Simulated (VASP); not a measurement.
The system is Co.

```
Co
1.0
     0.00000    1.77210    1.77210
    -1.77210    1.77210    0.00000
    -1.77210   -1.77210    3.54420
Co
2
Cartesian
  0.0000 0.0000 0.0000
  -1.7721 0.0000 1.7721
```

Base run:

| Quantity | Value |
| --- | --- |
| Program | VASP 6.6.1 |
| Functional | PBE |
| Potentials or basis | VASP PAW PBE potentials, release 64 (Co) |
| Cutoff | 520 eV |
| k mesh | 17 × 17 × 17 |
| Occupations | fermi-dirac, width 0.08 eV |
| Spin | collinear spin, ferromagnetic start |
| Starting moments | [2.0, 2.0] μB |

Its results: pressure -4.4 GPa.

**Question.** The run is repeated on the same cell with these changes: spin from collinear spin, ferromagnetic start to no spin polarisation; further incar settings from ALGO = Normal; EDIFF = 1e-07; NBANDS = 20 to ALGO = Normal; EDIFF = 1e-06; NBANDS = 16. What comes out?

**Answer.** Pressure -16.2 GPa.
